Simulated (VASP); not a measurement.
Set up this calculation in VASP 6.6.1, as the native input.

```
Task                   : single point
Functional             : PBEsol
Potentials or basis    : VASP PAW PBE potentials, release 64 (Sn_d, O, Zr_sv)
Cutoff                 : 520 eV
k mesh                 : 6 × 6 × 4
Occupations            : fermi-dirac, width 0.02 eV
Spin                   : no spin polarisation
Dipole correction      : no
Further INCAR settings : ALGO = Normal; EDIFF = 1e-06; NBANDS = 62
```

The structure of ZrSnO4 lies in POSCAR:

```
ZrSnO4
1.0
    4.8100637151      0.0000000000      0.0000000000
    0.0000000000      4.8100637151      0.0000000000
    0.0000000000      0.0000000000      6.4750784542
Sn O Zr
2 8 2
Direct
    0.0000000000      0.5000000000      0.1222006157
    0.5000000000      0.0000000000      0.8777993843
    0.6965390417      0.8034609583      0.1246927876
    0.3034609583      0.1965390417      0.1246927876
    0.8034609583      0.3034609583      0.8753072124
    0.1965390417      0.6965390417      0.8753072124
    0.6930968841      0.8069031159      0.6284368543
    0.3069031159      0.1930968841      0.6284368543
    0.8069031159      0.3069031159      0.3715631457
    0.1930968841      0.6930968841      0.3715631457
    0.0000000000      0.5000000000      0.6242196613
    0.5000000000      0.0000000000      0.3757803387
```

The input as run:

INCAR

```
ALGO     = Normal         # electronic algorithm
EDIFF    = 1E-6           # SCF threshold, eV
ENCUT    = 520            # plane-wave cutoff, eV
GGA      = PS             # functional
ISIF     = 2              # what is computed and relaxed
ISMEAR   = -1             # smearing method
LASPH    = True           # aspherical terms in the spheres
LCHARG   = True           # write CHGCAR
LELF     = True           # ELF
LREAL    = False          # projectors in reciprocal space
LVHAR    = True         
LWAVE    = False          # write WAVECAR
NBANDS   = 62             # bands
NELM     = 100            # most SCF steps
PREC     = Accurate       # precision mode
SIGMA    = 0.02           # smearing width, eV
```

KPOINTS

```
k-points
0
Gamma
  6 6 4
```

Potentials or basis: VASP PAW PBE potentials, release 64 (Sn_d, O, Zr_sv).

Run with:

```bash
$ cat potpaw_PBE.64/Sn_d/POTCAR potpaw_PBE.64/O/POTCAR potpaw_PBE.64/Zr_sv/POTCAR > POTCAR
$ mpirun -np 1 vasp_std > vasp.out
```

Results of the run:

```json
{"Pressure": "0.5 GPa", "Largest force": "0.018 eV/Å", "Band gap on the k mesh": "2.66 eV"}
```

Caveat: the PAW data sets were made with another functional, which shifts forces and pressure a little; spin-orbit coupling is left out, which moves the levels of the heavy elements.

Run time: 8.5 min on 1 thread of Intel Xeon 8259CL, with other jobs on the host, peak memory 0.37 GiB.
